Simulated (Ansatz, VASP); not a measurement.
## SnH in VASP and in Ansatz

```
CELL_PARAMETERS angstrom
3.00386 0.00000 0.00000
0.00000 3.00386 0.00000
0.00000 0.00000 3.95961
ATOMIC_POSITIONS crystal
Sn 0.50000 0.50000 0.50000
H 0.00000 0.00000 0.00000
```

Change from the starting cell: species swapped into the VIr type (P4/mmm, No. 123).

Alike in both runs: task relaxation of cell and atoms; functional PBE; k mesh 18 × 18 × 14; occupations gaussian, width 0.1 eV; no spin polarisation.

|  | VASP | Ansatz |
| --- | --- | --- |
| version | VASP 6.6.1 | Ansatz 0.2.0 |
| potentials or method | VASP PAW PBE potentials, release 64 (Sn_d, H), cutoff 600 eV | scalar-relativistic, plane waves, PAW |
| valence electrons in the cell | 15 | 15 |

Ansatz gave:

| Property | Result |
| --- | --- |
| gap on the k mesh at the Fermi level, each at its own relaxed structure (eV) | none |
| relaxed volume (Å³/atom) | 15.37 |
| relaxed length of the cell vector where the two differ most in proportion (Å) | 3.137 |

Q: What did VASP give for the same quantities?

A: gap on the k mesh at the Fermi level, each at its own relaxed structure (eV): none; relaxed volume (Å³/atom): 15.36; relaxed length of the cell vector where the two differ most in proportion (Å): 3.135.

A gap of «none» marks a metal or a gap that the smearing closes.
